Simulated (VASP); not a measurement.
Runs of VASP 6.6.1 on TaSi3. The structure is that of space group Pm-3m (No. 221), or close to it. The cells are those of the table. 

| task | cell | k mesh | cutoff (eV) | gap on the mesh (eV) | pressure (GPa) | relaxed volume (Å³/atom) |
| --- | --- | --- | --- | --- | --- | --- |
| relaxation of cell and atoms | relaxed from a = 3.854 Å, 4 atoms | 12 × 12 × 12 | 600 | none | 0.0 | (a) |
| single point | a = 3.854 Å, 4 atoms | 6 × 6 × 6 | 520 | none | 0.7 | - |
| single point | a = 3.856 Å, 4 atoms | 12 × 12 × 12 | 520 | none | 0.2 | - |
| relaxation of cell and atoms | relaxed from a = 3.390 Å, 4 atoms | 6 × 6 × 6 | 600 | none | 0.1 | 14.38 |

Alike in all rows: level PBEsol; potentials or basis VASP PAW PBE potentials, release 64 (Ta_pv, Si); no spin polarisation; smearing gaussian 0.1 eV.

Q: Fill in the values left out.

A: (a) 14.35.

Caveats: the PAW data sets were made with another functional, which shifts forces and pressure a little; spin-orbit coupling is left out, which moves the levels of the heavy elements; an odd number of electrons without spin polarisation forces a metal; a magnetic or distorted state may lie lower; the volume moved by over 15 % at a fixed basis, so the end points are rough (at least some runs).

A k mesh can miss the band edges, and the runs leave out spin-orbit coupling on Ta.

A gap of «none» marks levels without a gap at the run's occupations.
